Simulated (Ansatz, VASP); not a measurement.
CuO: VASP beside Ansatz

INCAR

```
SYSTEM = CuO
PREC = Accurate
ENCUT = 600
EDIFF = 1E-7
ISMEAR = -1
SIGMA = 0.05
LREAL = .FALSE.
LASPH = .TRUE.
NELM = 60
ALGO = Normal
ISIF = 3
LWAVE = .FALSE.
LCHARG = .FALSE.
GGA = CA
IBRION = 2
NSW = 80
EDIFFG = -0.005
```

Contents of KPOINTS:

```
regular mesh
0
G
  8 8 8
  0 0 0
```

POSCAR

```
CuO
1.0
    2.5525506100      0.0000000000      0.0000000000
    0.0000000000      2.5525506100      0.0000000000
    0.0000000000      0.0000000000      2.5525506100
Cu O
1 1
Direct
    0.0000000000      0.0000000000      0.0000000000
    0.5000000000      0.5000000000      0.5000000000
```

File input.yaml:

```yaml
crystal:
  lattice:
    - [2.55255061, 0.0, 0.0]
    - [0.0, 2.55255061, 0.0]
    - [0.0, 0.0, 2.55255061]
  atoms:
    - { symbol: Cu, position: [0.0, 0.0, 0.0] }
    - { symbol: O, position: [0.5, 0.5, 0.5] }
kpoints:
  mp_grid: { grid: [8, 8, 8] }
scf:
  occupations: { method: fermi_dirac, width: 0.05 }
hamiltonian:
  xc: lda
  pseudopotentials: { kind: all_electron, lapw: { basis_error: 0.002 } }
output:
  forces: true
  stress: true
relax:
  f_tol: 0.005
  max_steps: 60
  cell: {}
```

Alike in both runs: task relaxation of cell and atoms; functional LDA; k mesh 8 × 8 × 8; occupations fermi-dirac, width 0.05 eV; no spin polarisation.

|  | VASP | Ansatz |
| --- | --- | --- |
| version | VASP 6.6.1 | Ansatz 0.2.0 |
| potentials or method | VASP PAW LDA potentials, release 64 (Cu, O), cutoff 600 eV | all-electron LAPW, scalar-relativistic |

VASP gave:

* relaxed volume (Å³/atom): 8.37
* relaxed cell length with the largest relative difference (Å): 2.558

Problem. Which values does Ansatz return?

Solution. Relaxed volume (Å³/atom): 8.35; relaxed cell length with the largest relative difference (Å): 2.557.

LDA's correlation is that of Perdew and Zunger in VASP and of Perdew and Wang (1992) in Ansatz. Ansatz ran all-electron here, and VASP with PAW potentials.

Noted on Ansatz's run: the k mesh is thin for a metal, which can move the energy by tens of meV per atom.
